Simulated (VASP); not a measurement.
A run of VASP 6.6.1 is set up as follows.

File INCAR:

```
SYSTEM = Hf2SiO6
PREC     = Accurate       ! precision mode
ENCUT    = 520            ! plane-wave cutoff, eV
EDIFF    = 1E-6           ! SCF threshold, eV
ISMEAR   = 0              ! smearing method
SIGMA    = 0.1            ! smearing width, eV
LREAL    = .FALSE.        ! projectors in reciprocal space
LASPH    = .TRUE.         ! aspherical terms in the spheres
NELM     = 100            ! most SCF steps
ALGO     = Normal         ! electronic algorithm
ISIF     = 2              ! what is computed and relaxed
LWAVE    = .FALSE.        ! write WAVECAR
LCHARG   = .TRUE.         ! write CHGCAR
GGA      = PE             ! functional
LELF     = .TRUE.         ! ELF
LVHAR    = .TRUE.       
NBANDS   = 40             ! bands
```

Contents of KPOINTS:

```
regular mesh
0
G
  6 6 4
  0 0 0
```

POSCAR

```
Hf2SiO6
1.0
    2.4299587500     -4.2088120100      0.0000000000
    2.4299587500      4.2088120100      0.0000000000
    0.0000000000      0.0000000000      5.3216879600
Hf Si O
2 1 6
Direct
    0.5000000000      0.0000000000      0.8333333300
    0.0000000000      0.5000000000      0.1666666700
    0.5000000000      0.5000000000      0.5000000000
    0.2086053800      0.7913946200      0.0000000000
    0.4172107600      0.2086053800      0.6666666700
    0.7913946200      0.5827892400      0.3333333300
    0.7913946200      0.2086053800      0.0000000000
    0.5827892400      0.7913946200      0.6666666700
    0.2086053800      0.4172107600      0.3333333300
```

Potentials or basis: VASP PAW PBE potentials, release 64 (Hf_pv, Si, O).

Run with:

```sh
$ cat potpaw_PBE.64/Hf_pv/POTCAR potpaw_PBE.64/Si/POTCAR potpaw_PBE.64/O/POTCAR > POTCAR
$ mpirun -np 1 vasp_std > vasp.out
```

Q: Predict the band gap on the k mesh.

A: 3.34 eV (least direct gap 3.34 eV).

Q: Predict the largest force.

A: 27.112 eV/Å.

Q: Predict the pressure.

A: 207.0 GPa.

Forces in eV/Å, atoms in the order of the input:
```
Hf    0.000   0.000   0.089
Hf    0.000   0.000  -0.089
Si    0.000   0.000   0.000
O     0.000  13.016   0.000
O     4.504  21.890 -15.350
O    -4.504  21.890  15.350
O     0.000 -13.016   0.000
O    -4.504 -21.890 -15.350
O     4.504 -21.890  15.350
```

Caveat: the stress differs along the axes, from 204 to 211 GPa; spin-orbit coupling is left out, which moves the levels of the heavy elements; forces of over 1 eV/Å act on the atoms, so gaps and moduli don't describe the material at rest. A k mesh can miss the band edges.
